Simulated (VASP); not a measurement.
Runs of VASP 6.6.1 on KTaO3. The structure is that of space group Pm-3m (No. 221), or close to it. The cells are those of the table. 

```tsv
cell	gap on the mesh (eV)	pressure (GPa)
a = 3.856 Å, 5 atoms	2.38	33.1
a = 3.942 Å, 5 atoms	2.25	(c)
a = 4.064 Å, 5 atoms	(b)	(a)
a = 3.900 Å, 5 atoms	2.32	22.9
a = 4.103 Å, 5 atoms	1.98	-9.2
```

Alike in all rows: task single point; level PBE; potentials or basis VASP PAW PBE potentials, release 64 (K_sv, Ta_pv, O); no spin polarisation; k mesh 8 × 8 × 8; cutoff (eV) 520; smearing gaussian 0.02 eV.

Question: Estimate the missing entries.

Answer: (a) -4.7; (b) 2.05; (c) 14.2.

Caveats: spin-orbit coupling is left out, which moves the levels of the heavy elements.

A k mesh can miss the band edges, and the runs leave out spin-orbit coupling on Ta.
